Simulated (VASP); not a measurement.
A run of VASP 6.6.1 is set up as follows.

File INCAR:

```
SYSTEM = NaLa3
ALGO     = Fast           ! electronic algorithm
EDIFF    = 1E-7           ! SCF threshold, eV
ENCUT    = 520            ! plane-wave cutoff, eV
GGA      = PE             ! functional
ISIF     = 2              ! what is computed and relaxed
ISMEAR   = -1             ! smearing method
LASPH    = .TRUE.         ! aspherical terms in the spheres
LCHARG   = .FALSE.        ! write CHGCAR
LREAL    = .FALSE.        ! projectors in reciprocal space
LWAVE    = .FALSE.        ! write WAVECAR
NBANDS   = 28             ! bands
NELM     = 100            ! most SCF steps
PREC     = Accurate       ! precision mode
SIGMA    = 0.05           ! smearing width, eV
```

The input KPOINTS:

```
k-points
0
G
  5 5 5
  0 0 0
```

The input POSCAR:

```
NaLa3
1.0
    5.2562870000      0.0000000000      0.0000000000
    0.0000000000      5.2562870000      0.0000000000
    0.0000000000      0.0000000000      5.2562870000
La Na
3 1
Direct
    0.4983940000      0.5058660000     -0.0016600000
    0.0053080000      0.4907670000      0.4912530000
    0.4921140000      0.0093290000      0.4999920000
   -0.0022200000      0.0021340000      0.0004870000
```

Potentials or basis: VASP PAW PBE potentials, release 64 (La, Na_pv).

Launch:

```console
$ cat potpaw_PBE.64/La/POTCAR potpaw_PBE.64/Na_pv/POTCAR > POTCAR
$ mpirun -np 1 vasp_std > vasp.out
```

Problem. Estimate the pressure.

Solution. 0.2 GPa.

Problem. What does it give for the band gap on the k mesh?

Solution. Zero (bands 20 and 21 overlap by 1.36 eV).

Forces on the atoms (eV/Å):
```
La   0.060  0.071 -0.027
La  -0.106  0.076  0.038
La   0.065 -0.116  0.037
Na  -0.018 -0.031 -0.049
```

Caveat: the cell differs from its parent crystal (atoms moved at random); spin-orbit coupling is left out, which moves the levels of the heavy elements.
